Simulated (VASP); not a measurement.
# GaN (P6_3mc) in VASP: notebook, part 2 of 2

VASP 6.6.1. Earlier steps stand in the parts before.

### Step 5. Single point, LDA

This run uses another cell than the first one, of 11.05 Å³/atom, 0.972 times its volume.

Input file INCAR:

```
ALGO     = Normal         # electronic algorithm
EDIFF    = 1E-6           # SCF threshold, eV
ENCUT    = 910            # plane-wave cutoff, eV
GGA_COMPAT= F            
ISIF     = 2              # what is computed and relaxed
ISMEAR   = -1             # smearing method
LASPH    = T              # aspherical terms in the spheres
LCHARG   = T              # write CHGCAR
LELF     = T              # ELF
LREAL    = F              # projectors in reciprocal space
LVHAR    = T            
LWAVE    = F              # write WAVECAR
NBANDS   = 26             # bands
NELM     = 120            # most SCF steps
PREC     = Accurate       # precision mode
SIGMA    = 0.02           # smearing width, eV
```

Input file KPOINTS:

```
k-points
0
Gamma
  12 12 4
```

Input file POSCAR:

```
GaN
1.0
    3.1518121949      0.0000000000      0.0000000000
   -1.5759060975      2.7295494288      0.0000000000
    0.0000000000      0.0000000000      5.1384162984
Ga N
2 2
Direct
    0.3333333333      0.6666666667     -0.0007020608
    0.6666666667      0.3333333333      0.4992979392
    0.3333333333      0.6666666667      0.3757020608
    0.6666666667      0.3333333333      0.8757020608
```

Potentials or basis: VASP PAW LDA potentials, release 64 (Ga_d, N_h).

Command:

```console
$ cat potpaw_LDA.64/Ga_d/POTCAR potpaw_LDA.64/N_h/POTCAR > POTCAR
$ mpirun -np 1 vasp_std > vasp.out
```

OUTCAR:

```text
EDIFF = 1E-6
   ENCUT = 910
   ISIF = 2
   ISMEAR = -1
   LASPH = T
   LREAL = F
   NELM = 120
   PREC = Accurate

 ion  position               nearest neighbor table
   1  0.333  0.667  0.999-   4 1.93   4 1.93   4 1.93   3 1.93
   2  0.667  0.333  0.499-   3 1.93   3 1.93   3 1.93   4 1.93
   3  0.333  0.667  0.376-   2 1.93   2 1.93   2 1.93   1 1.93
   4  0.667  0.333  0.876-   1 1.93   1 1.93   1 1.93   2 1.93

  LATTYP: Found a hexagonal cell.
 ALAT       =     3.1518121949
[... 888 lines left out ...]
     25      16.8424      0.00000
     26      18.7971      0.00000

 [... further k-points ...]
[... 5 lines left out ...]
  --------------------------------------------------------------------------------------
  -------------------------------------------------------------------------------------
  Total        0.3106489      0.3106489      0.3070930     -0.0000000      0.0000000     -0.0000000
  in kB       11.2589992     11.2589992     11.1301222     -0.0000000      0.0000000     -0.0000000
  external PRESSURE =      11.2160402 kB  Pullay stress =       0.0000000 kB

 VOLUME and BASIS-vectors are now :
 -----------------------------------------------------------------------------
  energy-cutoff  :      910.00
  volume of cell :       44.21
      direct lattice vectors                 reciprocal lattice vectors
     3.151812195  0.000000000  0.000000000     0.317277788  0.183180416  0.000000000
    -1.575906098  2.729549429  0.000000000     0.000000000  0.366360832  0.000000000
     0.000000000  0.000000000  5.138416298     0.000000000  0.000000000  0.194612492

 POSITION                                       TOTAL-FORCE (eV/Angst)
 -----------------------------------------------------------------------------------
     -0.00000      1.81970      5.13481         0.000000      0.000000      0.001185
      1.57591      0.90985      2.56560        -0.000000     -0.000000      0.001185
     -0.00000      1.81970      1.93051        -0.000000      0.000000     -0.001185
      1.57591      0.90985      4.49972         0.000000     -0.000000     -0.001185
 -----------------------------------------------------------------------------------
    total drift:                               -0.000000     -0.000000      0.000121

  FREE ENERGIE OF THE ION-ELECTRON SYSTEM (eV)
  ---------------------------------------------------
  free  energy   TOTEN  =       -27.9147800230 eV

  energy  without entropy=      -27.9147800229  energy(sigma->0) =      -27.91478002
```

It took 1.7 min on 1 thread of Intel Xeon Platinum 8488C (Sapphire Rapids), shared host; peak memory 0.27 GiB.

What came out:

```yaml
Free_energy: -27.9148 eV
Pressure: 1.1 GPa
Band_gap_on_the_k_mesh: 2.15 eV, direct
```

Caveat: the cutoff is under 1.25 times the usual one of these potentials, so pressure, stress and relaxed cells hold a basis-set (Pulay) error.

### Step 6. Single point, LDA

Input file INCAR:

```
SYSTEM = GaN
  PREC = Accurate
  ENCUT = 910
  EDIFF = 1E-6
  ISMEAR = 0
  SIGMA = 0.01
  LREAL = .False.
  LASPH = .True.
  NELM = 120
  ALGO = Normal
  ISIF = 2
  LWAVE = .False.
  LCHARG = .False.
  NBANDS = 26
  GGA_COMPAT = .False.
```

Input file KPOINTS:

```
Automatic mesh
0
Gamma
  12 12 6
  0 0 0
```

Input file POSCAR:

```
GaN
1.0
    3.1831500546      0.0000000000      0.0000000000
   -1.5915750273      2.7566888113      0.0000000000
    0.0000000000      0.0000000000      5.1836268250
Ga N
2 2
Direct
    0.3333333333      0.6666666667     -0.0008868441
    0.6666666667      0.3333333333      0.4991131559
    0.3333333333      0.6666666667      0.3758868441
    0.6666666667      0.3333333333      0.8758868441
```

Potentials or basis: VASP PAW LDA potentials, release 64 (Ga_d, N_h).

Command:

```console
$ cat potpaw_LDA.64/Ga_d/POTCAR potpaw_LDA.64/N_h/POTCAR > POTCAR
$ mpirun -np 1 vasp_std > vasp.out
```

OUTCAR:

```text
SYSTEM = GaN
   PREC = Accurate
   ENCUT = 910
   EDIFF = 1E-6
   ISMEAR = 0
   LREAL = .False.
   LASPH = .True.
   NELM = 120
   ISIF = 2

 ion  position               nearest neighbor table
   1  0.333  0.667  0.999-   4 1.95   4 1.95   4 1.95   3 1.95
   2  0.667  0.333  0.499-   3 1.95   3 1.95   3 1.95   4 1.95
   3  0.333  0.667  0.376-   2 1.95   2 1.95   2 1.95   1 1.95
   4  0.667  0.333  0.876-   1 1.95   1 1.95   1 1.95   2 1.95

  LATTYP: Found a hexagonal cell.
 ALAT       =     3.1831500546
 C/A-ratio  =     1.6284582053

  Lattice vectors:

 A1 = (   3.1831500546,   0.0000000000,   0.0000000000)
 A2 = (  -1.5915750273,   2.7566888113,   0.0000000000)
 A3 = (   0.0000000000,   0.0000000000,   5.1836268250)

Analysis of symmetry for initial positions (statically):
=====================================================================
 Subroutine PRICEL returns:
 Original cell was already a primitive cell.

 Routine SETGRP: Setting up the symmetry group for a
 hexagonal supercell.

 Subroutine GETGRP returns: Found 12 space group operations
 (whereof  6 operations were pure point group operations)
 out of a pool of 24 trial point group operations.

The static configuration has the point symmetry C_3v.
 The point group associated with its full space group is C_6v.

Analysis of symmetry for dynamics (positions and initial velocities):
=====================================================================
 Subroutine PRICEL returns:
 Original cell was already a primitive cell.

 Routine SETGRP: Setting up the symmetry group for a
 hexagonal supercell.

 Subroutine GETGRP returns: Found 12 space group operations
 (whereof  6 operations were pure point group operations)
 out of a pool of 24 trial point group operations.

The dynamic configuration has the point symmetry C_3v.
 The point group associated with its full space group is C_6v.

[... 113 lines left out ...]
   NELECT =      36.0000    total number of electrons
   NUPDOWN=      -1.0000    fix difference up-down
   EMIN   =  10.00;   EMAX   =-10.00  energy-range for DOS
   EFERMI =   0.00;   METHOD = LEGACY
   ISMEAR =     0;   SIGMA  =   0.01  broadening in eV -4-tet -1-fermi 0-gaus
   EFERMI_NEDOS =   21; number of points for ismear=-14 and -15
   IALGO  =     38    algorithm
   IMIX   =      4    mixing-type and parameters
     AMIX     =   0.40;   BMIX     =  1.00
     AMIX_MAG =   1.60;   BMIX_MAG =  1.00
  volume/ion in A,a.u.               =      11.37        76.74
  Fermi-wavevector in a.u.,A,eV,Ry     =   1.514315  2.861640 31.200186  2.293149
  Thomas-Fermi vector in A             =   2.623989
   LORBIT       =      0    0 simple, 1 ext, 2 COOP (PROOUT), +10 PAW based schemes
   GGA     = CA    functional components
   LHFCALC =     F    Hartree Fock is set to
   AEXX    =    0.0000 exact exchange contribution
   IVDW    =     0    specifies the selected vdW correction
   LEPSILON=     F    determine dielectric tensor
   LRPA    =     F    only Hartree local field effects (RPA)
 non-spin polarized calculation
 Gauss-broadening in eV      SIGMA  =   0.01
  energy-cutoff  :      910.00
  volume of cell :       45.49
 maximum number of plane-waves:      2864
 NGX is ok and might be reduce to    32
   NGX = 15   NGY = 15   NGZ = 25

 number of electron      36.0000001 magnetization

 Free energy of the ion-electron system (eV)
  ---------------------------------------------------
  ext. energy  EPLUGINS =         0.00000000
  ---------------------------------------------------
  free energy    TOTEN  =       -27.90149089 eV

  energy without entropy =      -27.90149089  energy(sigma->0) =      -27.90149089

 E-fermi :   5.5184     XC(G=0): -12.1600

 val. band max:        5.4253272309   @ k =   0.0000   0.0000   0.0000
 cond. band min:       7.3855554035   @ k =   0.0000   0.0000   0.0000
 fundamental gap:      1.9602281726
 Fermi energy:         5.5183722214

 k-point     1 :       0.0000    0.0000    0.0000
  band No.  band energies     occupation
      1     -10.4599      2.00000
      2      -9.5807      2.00000
      3      -8.1294      2.00000
      4      -8.1140      2.00000
      5      -8.1140      2.00000
      6      -8.0525      2.00000
[... 685 lines left out ...]
     25      16.6183      0.00000
     26      18.3713      0.00000

 [... further k-points ...]
[... 5 lines left out ...]
  --------------------------------------------------------------------------------------
  -------------------------------------------------------------------------------------
  Total       -1.1788812     -1.1788812     -1.1085232      0.0000000      0.0000000      0.0000000
  in kB      -41.5242742    -41.5242742    -39.0460226      0.0000000      0.0000000      0.0000000
  external PRESSURE =     -40.6981903 kB  Pullay stress =       0.0000000 kB

 VOLUME and BASIS-vectors are now :
 -----------------------------------------------------------------------------
  energy-cutoff  :      910.00
  volume of cell :       45.49
      direct lattice vectors                 reciprocal lattice vectors
     3.183150055  0.000000000  0.000000000     0.314154213  0.181377019  0.000000000
    -1.591575027  2.756688811  0.000000000     0.000000000  0.362754039  0.000000000
     0.000000000  0.000000000  5.183626825     0.000000000  0.000000000  0.192915122

 POSITION                                       TOTAL-FORCE (eV/Angst)
 -----------------------------------------------------------------------------------
     -0.00000      1.83779      5.17903        -0.000000     -0.000000      0.006453
      1.59158      0.91890      2.58722        -0.000000     -0.000000      0.006453
     -0.00000      1.83779      1.94846         0.000000     -0.000000     -0.006453
      1.59158      0.91890      4.54027        -0.000000      0.000000     -0.006453
 -----------------------------------------------------------------------------------
    total drift:                               -0.000000     -0.000000     -0.000225

  FREE ENERGIE OF THE ION-ELECTRON SYSTEM (eV)
  ---------------------------------------------------
  free  energy   TOTEN  =       -27.9014908868 eV

  energy  without entropy=      -27.9014908868  energy(sigma->0) =      -27.90149089
```

OSZICAR:

```text
N       E                     dE             d eps       ncg     rms          rms(c)
DAV:   1     0.358158325515E+03    0.35816E+03   -0.24169E+04  4314   0.358E+03
DAV:   2     0.301771107224E+02   -0.32798E+03   -0.30961E+03  4144   0.651E+02
DAV:   3    -0.281285202846E+02   -0.58306E+02   -0.56690E+02  4858   0.183E+02
DAV:   4    -0.318019376886E+02   -0.36734E+01   -0.36316E+01  4756   0.449E+01
DAV:   5    -0.319053331259E+02   -0.10340E+00   -0.10317E+00  5008   0.677E+00    0.106E+01
DAV:   6    -0.279295215588E+02    0.39758E+01   -0.97857E+00  6706   0.493E+01    0.273E+00
DAV:   7    -0.279586491794E+02   -0.29128E-01   -0.12814E+00  4196   0.827E+00    0.195E+00
DAV:   8    -0.279199279236E+02    0.38721E-01   -0.23237E-01  6544   0.482E+00    0.954E-01
DAV:   9    -0.279008957396E+02    0.19032E-01   -0.70479E-02  6428   0.414E+00    0.897E-02
DAV:  10    -0.279015317882E+02   -0.63605E-03   -0.70105E-03  4818   0.810E-01    0.612E-02
DAV:  11    -0.279014926595E+02    0.39129E-04   -0.36471E-04  5404   0.307E-01    0.210E-02
DAV:  12    -0.279014950516E+02   -0.23920E-05   -0.42105E-05  4398   0.504E-02    0.197E-02
DAV:  13    -0.279014915225E+02    0.35291E-05   -0.18180E-05  5730   0.518E-02    0.771E-03
DAV:  14    -0.279014908868E+02    0.63566E-06   -0.60330E-06  4986   0.380E-02
   1 F= -.27901491E+02 E0= -.27901491E+02  d E =-.329066E-42
```

stdout:

```text
POSCAR found type information on POSCAR GaN
 POSCAR found :  2 types and       4 ions
 scaLAPACK will be used
 LDA part: xc-table for (Slater(with rela. corr.)+CA(PZ))
 , standard interpolation
 POSCAR, INCAR and KPOINTS ok, starting setup
 FFT: planning ... GRIDC
 FFT: planning ... GRID_SOFT
 FFT: planning ... GRID
 WAVECAR not read
 entering main loop
```

Wall time 93 s (1 thread of Intel Xeon 6975P-C (Granite Rapids), shared host); peak memory 0.3 GiB.

Results:

| Item | Value |
| --- | --- |
| Free energy | -27.9015 eV |
| Pressure | -4.1 GPa |
| Largest force | 0.006 eV/Å |
| Band gap on the k mesh | 1.96 eV, direct |

Forces on the atoms (eV/Å):
```
Ga   0.000  0.000  0.006
Ga   0.000  0.000  0.006
N    0.000  0.000 -0.006
N    0.000  0.000 -0.006
```

Stress tensor (GPa, compression positive):
```
-4.15  0.00  0.00
 0.00 -4.15  0.00
 0.00  0.00 -3.90
```

Levels at points of the mesh, in eV from the valence-band top:
| k point | band 14 | band 15 | band 16 | band 17 | band 18 | band 19 | band 20 | band 21 | band 22 | band 23 |
| --- | --- | --- | --- | --- | --- | --- | --- | --- | --- | --- |
| (0.00, 0.00, 0.00) | -1.05 | -1.05 | -0.04 | 0.00 | 0.00 | 1.96 | 4.19 | 9.07 | 9.73 | 9.73 |
| (0.50, 0.00, 0.00) | -5.35 | -4.27 | -2.78 | -2.25 | -1.01 | 4.92 | 5.51 | 5.92 | 8.49 | 10.23 |
| (0.00, 0.00, 0.50) | -3.86 | -0.54 | -0.54 | -0.54 | -0.54 | 4.22 | 4.22 | 8.33 | 8.33 | 10.26 |
| (0.50, 0.00, 0.50) | -6.70 | -1.97 | -1.97 | -1.92 | -1.92 | 4.31 | 4.31 | 7.64 | 7.64 | 9.83 |

Caveat: the cutoff is under 1.25 times the usual one of these potentials, so pressure, stress and relaxed cells hold a basis-set (Pulay) error. A hybrid or GW would open this gap; LDA tends to underestimate it.

### Step 7. Overview

| level | potentials or basis | cell | k mesh | cutoff (eV) | smearing | second run | gap on the mesh (eV) | pressure (GPa) | largest force (eV/Å) |
| --- | --- | --- | --- | --- | --- | --- | --- | --- | --- |
| PBE | VASP PAW PBE potentials, release 64 (Ga_d, N) | a = 3.183, b = 3.183, c = 5.184 Å, angles 90.0, 90.0, 120.0°, 4 atoms | 12 × 12 × 6 | 520 | fermi-dirac 0.02 eV | - | 1.94 | 6.2 | - |
| LDA | VASP PAW LDA potentials, release 64 (Ga_d, N) | a = 3.183, b = 3.183, c = 5.184 Å, angles 90.0, 90.0, 120.0°, 4 atoms | 12 × 12 × 6 | 520 | gaussian 0.01 eV | - | 1.96 | -4.4 | 0.01 |
| r2SCAN | VASP PAW PBE potentials, release 64 (Ga_d, N) | a = 3.183, b = 3.183, c = 5.184 Å, angles 90.0, 90.0, 120.0°, 4 atoms | 12 × 12 × 4 | 520 | fermi-dirac 0.02 eV | - | 2.34 | 1.1 | 0.01 |
| LDA | VASP PAW LDA potentials, release 64 (Ga_d, N_h) | a = 3.152, b = 3.152, c = 5.138 Å, angles 90.0, 90.0, 120.0°, 4 atoms | 12 × 12 × 4 | 910 | fermi-dirac 0.02 eV | hard_potentials | 2.15 | 1.1 | - |
| LDA | VASP PAW LDA potentials, release 64 (Ga_d, N_h) | a = 3.183, b = 3.183, c = 5.184 Å, angles 90.0, 90.0, 120.0°, 4 atoms | 12 × 12 × 6 | 910 | gaussian 0.01 eV | hard_potentials | 1.96 | -4.1 | 0.01 |

Alike in all rows: task single point; no spin polarisation.

Caveats: the cutoff is under 1.25 times the usual one of these potentials, so pressure, stress and relaxed cells hold a basis-set (Pulay) error (some runs); the PAW data sets were made with another functional, which shifts forces and pressure a little (some runs).

Total energies depend on the potentials used, so only differences within one code and one set of settings carry meaning.

### Step 8. Comparison with measurements

Step 4. A measured gap of GaN is 3.503 eV (direct; quoted in “Studying electronic properties in GaN without electrical contacts using γ-γ vs e−-γ Perturbed Angular Correlations”, 2019, pmc:6823545); the calculated 2.34 eV misses it by -1.16 eV. Spin-orbit coupling on Ga is left out. The value is that of r2SCAN, without temperature or zero-point motion.

Step 5. Against the measured gap of GaN, 3.503 eV (direct; quoted in “Studying electronic properties in GaN without electrical contacts using γ-γ vs e−-γ Perturbed Angular Correlations”, 2019, pmc:6823545), the calculated 2.15 eV is off by -1.36 eV. Spin-orbit coupling on Ga is left out. The value is that of LDA, without temperature or zero-point motion. Semilocal functionals fall short of measured gaps as a rule.
